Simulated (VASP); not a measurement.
# SnSe in VASP: notebook

Runs on SnSe. Level: LDA. Tasks: single point.

Everything below comes from runs of VASP 6.6.1. Logs are shortened: lines on timing, memory, paths and dates and some standing lists are left out, and cuts for length are marked.

## Step 1: The cell of the first run

The cell holds a slab with vacuum, 4 atoms: a = 4.190 Å, b = 4.190 Å, c = 10.981 Å, α = 91.72°, β = 90.00°, γ = 90.00°.

## Step 2: Single point, LDA (strain -0.0300 x Voigt [0, 0, 0, 1, 0, 0])

Contents of INCAR:

```
SYSTEM = SnSe
ALGO = Normal ; EDIFF = 1E-6
ENCUT = 500 ; GGA = CA
GGA_COMPAT = .False. ; ISIF = 2
ISMEAR = 0 ; LASPH = .True.
LCHARG = .True. ; LELF = .True.
LREAL = .False. ; LVHAR = .True.
LWAVE = .False. ; NBANDS = 28
NELM = 120 ; PREC = Accurate
SIGMA = 0.05
```

Contents of KPOINTS:

```
k-points
0
Gamma
  6 6 4
  0 0 0
```

Contents of POSCAR:

```
SnSe
1.0
    4.1898989379      0.0000000000      0.0000000000
    0.0000000000      4.1898989379     -0.0628484841
    0.0000000000     -0.1646943441     10.9796229414
Sn Se
2 2
Direct
    0.5000000000      0.0000000000      0.3781633338
    0.0000000000      0.5000000000      0.6218366662
    0.5000000000      0.0000000000      0.6217782129
    0.0000000000      0.5000000000      0.3782217871
```

Potentials or basis: VASP PAW LDA potentials, release 64 (Sn_d, Se).

The run is started by

```bash
$ cat potpaw_LDA.64/Sn_d/POTCAR potpaw_LDA.64/Se/POTCAR > POTCAR
$ mpirun -np 1 vasp_std > vasp.out
```

OUTCAR:

```text
SYSTEM = SnSe
   EDIFF = 1E-6
   ENCUT = 500
   GGA = CA
   ISIF = 2
   ISMEAR = 0
   LASPH = .True.
   LREAL = .False.
   NELM = 120
   PREC = Accurate

 ion  position               nearest neighbor table
   1  0.500  0.000  0.378-   3 2.68   4 2.96   4 2.96   4 2.96   4 2.96
   2  0.000  0.500  0.622-   4 2.68   3 2.96   3 2.96   3 2.96   3 2.96
   3  0.500  0.000  0.622-   1 2.68   2 2.96   2 2.96   2 2.96   2 2.96
   4  0.000  0.500  0.378-   2 2.68   1 2.96   1 2.96   1 2.96   1 2.96

  LATTYP: Found a simple monoclinic cell.
 ALAT       =     4.1903702750
 B/A-ratio  =     0.9998875190
 C/A-ratio  =     2.6204982755
 COS(beta)  =    -0.0299932515

  Lattice vectors:

 A1 = (   0.0000000000,   4.1898989379,  -0.0628484841)
 A2 = (  -4.1898989379,   0.0000000000,   0.0000000000)
 A3 = (   0.0000000000,  -0.1646943441,  10.9796229414)

Analysis of symmetry for initial positions (statically):
=====================================================================
 Subroutine PRICEL returns:
 Original cell was already a primitive cell.

 Routine SETGRP: Setting up the symmetry group for a
 simple monoclinic supercell.

 Subroutine GETGRP returns: Found  4 space group operations
 (whereof  2 operations were pure point group operations)
 out of a pool of  4 trial point group operations.

The static configuration has the point symmetry C_1h.
 The point group associated with its full space group is C_2h.

Analysis of symmetry for dynamics (positions and initial velocities):
=====================================================================
 Subroutine PRICEL returns:
 Original cell was already a primitive cell.

 Routine SETGRP: Setting up the symmetry group for a
 simple monoclinic supercell.

 Subroutine GETGRP returns: Found  4 space group operations
 (whereof  2 operations were pure point group operations)
 out of a pool of  4 trial point group operations.

The dynamic configuration has the point symmetry C_1h.
 The point group associated with its full space group is C_2h.

 Subroutine INISYM returns: Found  4 space group operations
 (whereof  2 operations are pure point group operations),
 and found     1 'primitive' translations

----------------------------------------------------------------------------------------

                                     Primitive cell

  volume of cell :     192.7067

  direct lattice vectors                    reciprocal lattice vectors
     4.189898938  0.000000000  0.000000000     0.238669241  0.000000000  0.000000000
     0.000000000  4.189898938 -0.062848484     0.000000000  0.238722954  0.003580844
     0.000000000 -0.164694344 10.979622941     0.000000000  0.001366475  0.091098306

  length of vectors
     4.189898938  4.190370275 10.980858080     0.238669241  0.238749809  0.091108554

  position of ions in fractional coordinates (direct lattice)
     0.500000000  0.000000000  0.378163334
     0.000000000  0.500000000  0.621836666
     0.500000000  0.000000000  0.621778213
     0.000000000  0.500000000  0.378221787

  ion indices of the primitive-cell ions
   primitive index   ion index
                 1           1
                 2           2
                 3           3
                 4           4

----------------------------------------------------------------------------------------

 KPOINTS: k-points

Automatic generation of k-mesh.
 Grid dimensions read from file:
 generate k-points for:    6    6    4

 Generating k-lattice:

  Cartesian coordinates                     Fractional coordinates (reciprocal lattice)
     0.039778207  0.000000000  0.000000000     0.166666667  0.000000000  0.000000000
     0.000000000  0.039787159  0.000596807     0.000000000  0.166666667  0.000000000
     0.000000000  0.000341619  0.022774577     0.000000000  0.000000000  0.250000000

  Length of vectors
     0.039778207  0.039791635  0.022777138

  Shift w.r.t. Gamma in fractional coordinates (k-lattice)
     0.000000000  0.000000000  0.000000000

 Subroutine IBZKPT returns following result:
 ===========================================

 Found     56 irreducible k-points:

 Following reciprocal coordinates:
            Coordinates               Weight
  0.000000  0.000000  0.000000      1.000000
  0.166667  0.000000  0.000000      2.000000
  0.333333  0.000000  0.000000      2.000000
  0.500000  0.000000  0.000000      1.000000
  0.000000  0.166667  0.000000      2.000000
  0.166667  0.166667  0.000000      4.000000
[... 16 lines left out ...]
  0.333333  0.166667  0.250000      4.000000
  0.500000  0.166667  0.250000      2.000000
 [... further k-points ...]
   k-points           NKPTS =     56   k-points in BZ     NKDIM =     56   number of bands    NBANDS=     28
   number of dos      NEDOS =    301   number of ions     NIONS =      4
   total plane-waves  NPLWV =  81920
   dimension x,y,z NGX =    32 NGY =   32 NGZ =   80
   dimension x,y,z NGXF=    64 NGYF=   64 NGZF=  160
   ions per type =               2   2
   NGX,Y,Z   is equivalent  to a cutoff of  12.70, 12.70, 12.11 a.u.
   NGXF,Y,Z  is equivalent  to a cutoff of  25.39, 25.39, 24.22 a.u.
 SYSTEM =  SnSe
   PREC   = accura    normal or accurate (medium, high low for compatibility)
   ISTART =      0    job   : 0-new  1-cont  2-samecut
   ICHARG =      2    charge: 1-file 2-atom 10-const
   ISPIN  =      1    spin polarized calculation?
   LNONCOLLINEAR =      F non collinear calculations
   LSORBIT =      F    spin-orbit coupling
   LASPH  =      T    aspherical Exc in radial PAW
   ENCUT  =  500.0 eV  36.75 Ry    6.06 a.u.   7.64  7.64 20.02*2*pi/ulx,y,z
   NELM   =    120;   NELMIN=  2; NELMDL= -5     # of ELM steps
   EDIFF  = 0.1E-05   stopping-criterion for ELM
   LREAL  =      F    real-space projection
   EDIFFG = 0.1E-04   stopping-criterion for IOM
   NSW    =      0    number of steps for IOM
   IBRION =     -1    ionic relax: 0-MD 1-quasi-New 2-CG
   NFREE  =      0    steps in history (QN), initial steepest desc. (CG)
   ISIF   =      2    stress and relaxation
   ISYM   =      2    0-nonsym 1-usesym 2-fastsym
   POTIM  = 0.5000    time-step for ionic-motion
   TEBEG  =    0.0;   TEEND  =   0.0 temperature during run
   PSTRESS=    0.0 pullay stress
   NELECT =      40.0000    total number of electrons
   NUPDOWN=      -1.0000    fix difference up-down
   EMIN   =  10.00;   EMAX   =-10.00  energy-range for DOS
   EFERMI =   0.00;   METHOD = LEGACY
   ISMEAR =     0;   SIGMA  =   0.05  broadening in eV -4-tet -1-fermi 0-gaus
   EFERMI_NEDOS =   21; number of points for ismear=-14 and -15
   IALGO  =     38    algorithm
   IMIX   =      4    mixing-type and parameters
     AMIX     =   0.40;   BMIX     =  1.00
     AMIX_MAG =   1.60;   BMIX_MAG =  1.00
  volume/ion in A,a.u.               =      48.18       325.11
  Fermi-wavevector in a.u.,A,eV,Ry     =   0.969310  1.831730 12.783508  0.939561
  Thomas-Fermi vector in A             =   2.099352
   LORBIT       =      0    0 simple, 1 ext, 2 COOP (PROOUT), +10 PAW based schemes
   GGA     = CA    functional components
   LHFCALC =     F    Hartree Fock is set to
   AEXX    =    0.0000 exact exchange contribution
   IVDW    =     0    specifies the selected vdW correction
   LEPSILON=     F    determine dielectric tensor
   LRPA    =     F    only Hartree local field effects (RPA)
 non-spin polarized calculation
 Gauss-broadening in eV      SIGMA  =   0.05
  energy-cutoff  :      500.00
  volume of cell :      192.71
 maximum number of plane-waves:      4914
 NGX is ok and might be reduce to    32
   NGX = 15   NGY = 15   NGZ = 41

 number of electron      39.9999993 magnetization

 Free energy of the ion-electron system (eV)
  ---------------------------------------------------
  ext. energy  EPLUGINS =         0.00000000
  ---------------------------------------------------
  free energy    TOTEN  =       -18.48892787 eV

  energy without entropy =      -18.48892787  energy(sigma->0) =      -18.48892787

 E-fermi :   1.1358     XC(G=0):  -6.3498

 val. band max:        0.8284086969   @ k =   0.0000   0.3333   0.5000
 cond. band min:       2.2673293032   @ k =   0.3333   0.1667   0.5000
 fundamental gap:      1.4389206063
 Fermi energy:         1.1357528658

 k-point     1 :       0.0000    0.0000    0.0000
  band No.  band energies     occupation
      1     -20.2609      2.00000
      2     -20.2365      2.00000
      3     -20.2329      2.00000
      4     -20.2277      2.00000
      5     -20.2217      2.00000
      6     -20.2205      2.00000
[... 20 lines left out ...]
     27       6.3391      0.00000
     28       6.6080      0.00000

 k-point     2 :       0.1667    0.0000    0.0000
  band No.  band energies     occupation
      1     -20.2560      2.00000
      2     -20.2352      2.00000
      3     -20.2327      2.00000
      4     -20.2267      2.00000
      5     -20.2258      2.00000
      6     -20.2200      2.00000
[... 20 lines left out ...]
     27       5.9354      0.00000
     28       6.1868      0.00000

 k-point     3 :       0.3333    0.0000    0.0000
  band No.  band energies     occupation
      1     -20.2457      2.00000
      2     -20.2393      2.00000
      3     -20.2350      2.00000
      4     -20.2281      2.00000
      5     -20.2241      2.00000
      6     -20.2165      2.00000
[... 20 lines left out ...]
     27       5.6428      0.00000
     28       7.2782      0.00000

 k-point     4 :       0.5000    0.0000    0.0000
  band No.  band energies     occupation
      1     -20.2404      2.00000
      2     -20.2404      2.00000
      3     -20.2351      2.00000
      4     -20.2351      2.00000
      5     -20.2171      2.00000
      6     -20.2171      2.00000
[... 578 lines left out ...]
     27       5.7528      0.00000
     28       6.9848      0.00000

 k-point    23 :       0.3333    0.1667    0.2500
  band No.  band energies     occupation
      1     -20.2500      2.00000
      2     -20.2455      2.00000
      3     -20.2305      2.00000
      4     -20.2234      2.00000
      5     -20.2214      2.00000
      6     -20.2157      2.00000
[... 20 lines left out ...]
     27       6.1063      0.00000
     28       6.6882      0.00000

 k-point    24 :       0.5000    0.1667    0.2500
  band No.  band energies     occupation
      1     -20.2495      2.00000
      2     -20.2495      2.00000
      3     -20.2274      2.00000
      4     -20.2274      2.00000
      5     -20.2156      2.00000
      6     -20.2156      2.00000
[... 20 lines left out ...]
     27       6.7077      0.00000
     28       6.7077      0.00000

 [... further k-points ...]
[... 5 lines left out ...]
  --------------------------------------------------------------------------------------
  -------------------------------------------------------------------------------------
  Total        0.0777604      0.0655406      0.1135352      0.0000000      0.2685522      0.0000000
  in kB        0.6465060      0.5449096      0.9439402      0.0000000      2.2327623      0.0000000
  external PRESSURE =       0.7117853 kB  Pullay stress =       0.0000000 kB

 VOLUME and BASIS-vectors are now :
 -----------------------------------------------------------------------------
  energy-cutoff  :      500.00
  volume of cell :      192.71
      direct lattice vectors                 reciprocal lattice vectors
     4.189898938  0.000000000  0.000000000     0.238669241  0.000000000  0.000000000
     0.000000000  4.189898938 -0.062848484     0.000000000  0.238722954  0.003580844
     0.000000000 -0.164694344 10.979622941     0.000000000  0.001366475  0.091098306

 POSITION                                       TOTAL-FORCE (eV/Angst)
 -----------------------------------------------------------------------------------
      2.09495     -0.06228      4.15209         0.000000     -0.013657     -0.028460
      0.00000      1.99254      6.79611         0.000000      0.013657      0.028460
      2.09495     -0.10240      6.82689         0.000000      0.087242      0.024670
      0.00000      2.03266      4.12131         0.000000     -0.087242     -0.024670
 -----------------------------------------------------------------------------------
    total drift:                                0.000000     -0.000000      0.000000

  FREE ENERGIE OF THE ION-ELECTRON SYSTEM (eV)
  ---------------------------------------------------
  free  energy   TOTEN  =       -18.4889278651 eV

  energy  without entropy=      -18.4889278651  energy(sigma->0) =      -18.48892787
```

Run time: 2.2 min. Hardware: 1 thread of AMD EPYC 9R45 (Zen 5), shared host; peak memory 0.35 GiB.

What came out:

| Quantity | Value |
| --- | --- |
| Free energy | -18.4889 eV |
| Largest force | 0.091 eV/Å |
| Band gap on the k mesh | 1.44 eV (least direct gap 1.50 eV) |

Forces in eV/Å, atoms in the order of the input:
```
Sn   0.000 -0.014 -0.028
Sn   0.000  0.014  0.028
Se   0.000  0.087  0.025
Se   0.000 -0.087 -0.025
```

Caveat: the cell differs from its parent crystal (strain -0.0300 x Voigt [0, 0, 0, 1, 0, 0]); there is no dipole correction, which matters where the two faces differ; spin-orbit coupling is left out, which moves the levels of the heavy elements.

[end of part 1 of 2]
